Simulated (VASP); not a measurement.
# ZrMo3 (Pm-3n) in VASP: single point with PBE

Aim: the single point of ZrMo3 with PBE.

Everything below comes from runs of VASP 6.6.1. Logs are shortened: lines on timing, memory, paths and dates and some standing lists are left out, and cuts for length are marked.

## Step 1: The cell of the first run

Symmetry: Pm-3n, No. 223, cubic system. The conventional cell has a = 5.206 Å, b = 5.206 Å, c = 5.206 Å, α = 90.00°, β = 90.00°, γ = 90.00°. Within 3.8 Å of Zr (site symmetry m-3) lie 12 Mo at 2.91 Å. Mo (site symmetry -4m2) has 10 Mo at 2.60 to 3.19 Å and 4 Zr at 2.91 Å within 3.4 Å.

## Step 2: Single point, PBE

INCAR reads:

```
  ALGO = Normal
  EDIFF = 1E-7
  ENCUT = 520
  GGA = PE
  ISIF = 2
  ISMEAR = -1
  LASPH = T
  LCHARG = T
  LELF = T
  LREAL = F
  LVHAR = T
  LWAVE = F
  NBANDS = 64
  NELM = 80
  PREC = Accurate
  SIGMA = 0.05
```

KPOINTS reads:

```
k-points
0
Gamma
  4 4 4
```

POSCAR reads:

```
ZrMo3
1.0
    5.2060600000      0.0000000000      0.0000000000
    0.0000000000      5.2060600000      0.0000000000
    0.0000000000      0.0000000000      5.2060600000
Zr Mo
2 6
Direct
    0.5000000000      0.5000000000      0.5000000000
    0.0000000000      0.0000000000      0.0000000000
    0.0000000000      0.5000000000      0.2500000000
    0.0000000000      0.5000000000      0.7500000000
    0.5000000000      0.7500000000      0.0000000000
    0.5000000000      0.2500000000      0.0000000000
    0.7500000000      0.0000000000      0.5000000000
    0.2500000000      0.0000000000      0.5000000000
```

Potentials or basis: VASP PAW PBE potentials, release 64 (Zr_sv, Mo_sv).

Launch:

```sh
cat potpaw_PBE.64/Zr_sv/POTCAR potpaw_PBE.64/Mo_sv/POTCAR > POTCAR
mpirun -np 1 vasp_std > vasp.out
```

OUTCAR:

```text
EDIFF = 1E-7
   ENCUT = 520
   GGA = PE
   ISIF = 2
   ISMEAR = -1
   LASPH = T
   LREAL = F
   NELM = 80
   PREC = Accurate

 ion  position               nearest neighbor table
   1  0.500  0.500  0.500-   3 2.91   4 2.91   5 2.91   6 2.91   7 2.91   8 2.91   5 2.91   6 2.91
                             7 2.91   8 2.91   3 2.91   4 2.91
   2  0.000  0.000  0.000-   3 2.91   4 2.91   5 2.91   6 2.91   7 2.91   8 2.91   7 2.91   8 2.91
                             3 2.91   4 2.91   5 2.91   6 2.91
   3  0.000  0.500  0.250-   4 2.60   4 2.60   1 2.91   2 2.91   2 2.91   1 2.91   8 3.19   5 3.19
                             6 3.19   7 3.19   8 3.19   7 3.19   5 3.19   6 3.19
   4  0.000  0.500  0.750-   3 2.60   3 2.60   1 2.91   2 2.91   2 2.91   1 2.91   8 3.19   5 3.19
                             6 3.19   7 3.19   8 3.19   7 3.19   5 3.19   6 3.19
   5  0.500  0.750  0.000-   6 2.60   6 2.60   1 2.91   1 2.91   2 2.91   2 2.91   8 3.19   4 3.19
                             7 3.19   8 3.19   3 3.19   7 3.19   3 3.19   4 3.19
   6  0.500  0.250  0.000-   5 2.60   5 2.60   1 2.91   1 2.91   2 2.91   2 2.91   8 3.19   4 3.19
                             7 3.19   8 3.19   3 3.19   7 3.19   3 3.19   4 3.19
   7  0.750  0.000  0.500-   8 2.60   8 2.60   1 2.91   2 2.91   1 2.91   2 2.91   3 3.19   4 3.19
                             5 3.19   6 3.19   5 3.19   3 3.19   4 3.19   6 3.19
   8  0.250  0.000  0.500-   7 2.60   7 2.60   1 2.91   2 2.91   1 2.91   2 2.91   3 3.19   4 3.19
                             5 3.19   6 3.19   5 3.19   3 3.19   4 3.19   6 3.19

  LATTYP: Found a simple cubic cell.
 ALAT       =     5.2060600000

  Lattice vectors:

 A1 = (   5.2060600000,   0.0000000000,   0.0000000000)
 A2 = (   0.0000000000,   5.2060600000,   0.0000000000)
 A3 = (   0.0000000000,   0.0000000000,   5.2060600000)

Analysis of symmetry for initial positions (statically):
=====================================================================
 Subroutine PRICEL returns:
 Original cell was already a primitive cell.

 Routine SETGRP: Setting up the symmetry group for a
 simple cubic supercell.

 Subroutine GETGRP returns: Found 48 space group operations
 (whereof 24 operations were pure point group operations)
 out of a pool of 48 trial point group operations.

The static configuration has the point symmetry T_h .
 The point group associated with its full space group is O_h .

Analysis of symmetry for dynamics (positions and initial velocities):
=====================================================================
 Subroutine PRICEL returns:
 Original cell was already a primitive cell.

 Routine SETGRP: Setting up the symmetry group for a
 simple cubic supercell.

 Subroutine GETGRP returns: Found 48 space group operations
 (whereof 24 operations were pure point group operations)
[... 112 lines left out ...]
   NUPDOWN=      -1.0000    fix difference up-down
   EMIN   =  10.00;   EMAX   =-10.00  energy-range for DOS
   EFERMI =   0.00;   METHOD = LEGACY
   ISMEAR =    -1;   SIGMA  =   0.05  broadening in eV -4-tet -1-fermi 0-gaus
   EFERMI_NEDOS =   21; number of points for ismear=-14 and -15
   IALGO  =     38    algorithm
   IMIX   =      4    mixing-type and parameters
     AMIX     =   0.40;   BMIX     =  1.00
     AMIX_MAG =   1.60;   BMIX_MAG =  1.00
  volume/ion in A,a.u.               =      17.64       119.02
  Fermi-wavevector in a.u.,A,eV,Ry     =   1.497523  2.829909 30.512098  2.242576
  Thomas-Fermi vector in A             =   2.609400
   LORBIT       =      0    0 simple, 1 ext, 2 COOP (PROOUT), +10 PAW based schemes
   GGA     = PE    functional components
   LHFCALC =     F    Hartree Fock is set to
   AEXX    =    0.0000 exact exchange contribution
   IVDW    =     0    specifies the selected vdW correction
   LEPSILON=     F    determine dielectric tensor
   LRPA    =     F    only Hartree local field effects (RPA)
 non-spin polarized calculation
  energy-cutoff  :      520.00
  volume of cell :      141.10
 maximum number of plane-waves:      3840
 NGX is ok and might be reduce to    40
   NGX = 19   NGY = 19   NGZ = 19

 number of electron     107.9999977 magnetization

 Free energy of the ion-electron system (eV)
  ---------------------------------------------------
  ext. energy  EPLUGINS =         0.00000000
  ---------------------------------------------------
  free energy    TOTEN  =       -80.94328042 eV

  energy without entropy =      -80.87266660  energy(sigma->0) =      -80.90797351

 E-fermi :  10.8067     XC(G=0): -12.6253

 val. band max:       10.7837057676   @ k =   0.2500   0.2500   0.0000
 cond. band min:      10.8183890039   @ k =   0.5000   0.2500   0.0000
 fundamental gap:      0.0346832363
 Fermi energy:        10.8067158038

 k-point     1 :       0.0000    0.0000    0.0000
  band No.  band energies     occupation
      1     -49.9264      2.00000
      2     -49.8750      2.00000
      3     -49.8750      2.00000
      4     -49.7025      2.00000
      5     -49.7025      2.00000
      6     -49.7025      2.00000
[... 659 lines left out ...]
     63      13.7620      0.00000
     64      13.7620      0.00000

------------------------ aborting loop because EDIFF is reached ----------------------------------------

  FORCE on cell =-STRESS in cart. coord.  units (eV):
  Direction    XX          YY          ZZ          XY          YZ          ZX
  --------------------------------------------------------------------------------------
  -------------------------------------------------------------------------------------
  Total       -1.1551888     -1.1551888     -1.1551888      0.0000000     -0.0000000     -0.0000000
  in kB      -13.1170464    -13.1170464    -13.1170464      0.0000000     -0.0000000     -0.0000000
  external PRESSURE =     -13.1170464 kB  Pullay stress =       0.0000000 kB

 VOLUME and BASIS-vectors are now :
 -----------------------------------------------------------------------------
  energy-cutoff  :      520.00
  volume of cell :      141.10
      direct lattice vectors                 reciprocal lattice vectors
     5.206060000  0.000000000  0.000000000     0.192083841  0.000000000  0.000000000
     0.000000000  5.206060000  0.000000000     0.000000000  0.192083841  0.000000000
     0.000000000  0.000000000  5.206060000     0.000000000  0.000000000  0.192083841

 POSITION                                       TOTAL-FORCE (eV/Angst)
 -----------------------------------------------------------------------------------
      2.60303      2.60303      2.60303        -0.000000      0.000000     -0.000000
      0.00000      0.00000      0.00000        -0.000000      0.000000     -0.000000
      0.00000      2.60303      1.30151        -0.000000      0.000000     -0.000000
      0.00000      2.60303      3.90454         0.000000     -0.000000     -0.000000
      2.60303      3.90454      0.00000         0.000000      0.000000     -0.000000
      2.60303      1.30151      0.00000         0.000000     -0.000000      0.000000
      3.90454      0.00000      2.60303        -0.000000     -0.000000     -0.000000
      1.30151      0.00000      2.60303         0.000000      0.000000      0.000000
 -----------------------------------------------------------------------------------
    total drift:                                0.000000     -0.000000      0.000000

  FREE ENERGIE OF THE ION-ELECTRON SYSTEM (eV)
  ---------------------------------------------------
  free  energy   TOTEN  =       -80.9432804227 eV

  energy  without entropy=      -80.8726665950  energy(sigma->0) =      -80.90797351
```

OSZICAR:

```text
N       E                     dE             d eps       ncg     rms          rms(c)
DAV:   1     0.138223903526E+04    0.13822E+04   -0.65899E+04  1280   0.177E+03
DAV:   2    -0.126889550282E+02   -0.13949E+04   -0.13667E+04  1360   0.553E+02
DAV:   3    -0.820372315371E+02   -0.69348E+02   -0.66832E+02  1968   0.104E+02
DAV:   4    -0.853655918515E+02   -0.33284E+01   -0.32889E+01  1904   0.153E+01
DAV:   5    -0.854685813089E+02   -0.10299E+00   -0.10280E+00  1728   0.239E+00    0.367E+01
DAV:   6    -0.816182850643E+02    0.38503E+01   -0.15000E+01  1568   0.162E+01    0.113E+01
DAV:   7    -0.810392250316E+02    0.57906E+00   -0.30921E+00  1760   0.536E+00    0.408E+00
DAV:   8    -0.809454318235E+02    0.93793E-01   -0.74692E-01  1656   0.290E+00    0.205E+00
DAV:   9    -0.809438656397E+02    0.15662E-02   -0.75149E-02  1664   0.123E+00    0.470E-01
DAV:  10    -0.809432092964E+02    0.65634E-03   -0.13327E-02  1624   0.372E-01    0.997E-02
DAV:  11    -0.809433023100E+02   -0.93014E-04   -0.51231E-04  1704   0.819E-02    0.278E-02
DAV:  12    -0.809432799707E+02    0.22339E-04   -0.34368E-05  1776   0.270E-02    0.607E-03
DAV:  13    -0.809432810216E+02   -0.10509E-05   -0.45215E-06  1440   0.579E-03    0.255E-03
DAV:  14    -0.809432804295E+02    0.59210E-06   -0.46040E-07  1264   0.257E-03    0.446E-04
DAV:  15    -0.809432804227E+02    0.68703E-08   -0.16755E-08   864   0.606E-04
   1 F= -.80943280E+02 E0= -.80907974E+02  d E =-.706138E-01
```

stdout:

```text
POSCAR found type information on POSCAR ZrMo
 POSCAR found :  2 types and       8 ions
 scaLAPACK will be used
 LDA part: xc-table for (Slater+PW92), standard interpolation
 POSCAR, INCAR and KPOINTS ok, starting setup
 FFT: planning ... GRIDC
 FFT: planning ... GRID_SOFT
 FFT: planning ... GRID
 WAVECAR not read
 entering main loop
```

Wall time 2.1 min (1 thread of Oxide Virtual Turin-like, shared host); peak memory 0.23 GiB.

What came out:

| Quantity | Value |
| --- | --- |
| Free energy | -80.9433 eV |
| Pressure | -1.3 GPa |
| Band gap on the k mesh | zero (band 54 reaches 10.94 eV, above the bottom of band 55 at 10.25 eV) |
